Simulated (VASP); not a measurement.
AgB2, 3 atoms in the cell. Symmetry: P-3m1, No. 164, trigonal system. Conventional cell: a = 3.040 Å, b = 3.040 Å, c = 4.864 Å, α = 90.00°, β = 90.00°, γ = 120.00°. Ag (site symmetry -3m) has 6 B at 2.14 Å within 2.8 Å. Within 2.8 Å of B (site symmetry 3m) lie 3 Ag at 2.14 Å. 

| Item | Value |
| --- | --- |
| Program | VASP 6.6.1 |
| Task | relaxation of cell and atoms |
| Functional | PBEsol |
| Potentials or basis | VASP PAW PBE potentials, release 64 (Ag, B) |
| Cutoff | 600 eV |
| k mesh | 8 × 8 × 4 |
| Occupations | fermi-dirac, width 0.05 eV |
| Spin | no spin polarisation |
| Target pressure | 30 GPa |
| Dipole correction | no |
| Further INCAR settings | ALGO = Normal; EDIFF = 1e-07; IBRION = 2; EDIFFG = -0.02; NSW = 80; ISIF = 3 |

Potentials or basis: VASP PAW PBE potentials, release 64 (Ag, B).

Command:

```console
$ cat potpaw_PBE.64/Ag/POTCAR potpaw_PBE.64/B/POTCAR > POTCAR
$ mpirun -np 1 vasp_std > vasp.out
```

Hardware: 1 thread of Intel(R) Xeon(R) Platinum 8488C (Sapphire Rapids), with other jobs on the host.

Q: Estimate the wall time of this run.

A: Wall time 3.3 min on 1 thread of Intel(R) Xeon(R) Platinum 8488C (Sapphire Rapids), on a shared host, peak memory 0.19 GiB. Counts: scf iterations 194, k points 35, ion steps 23.
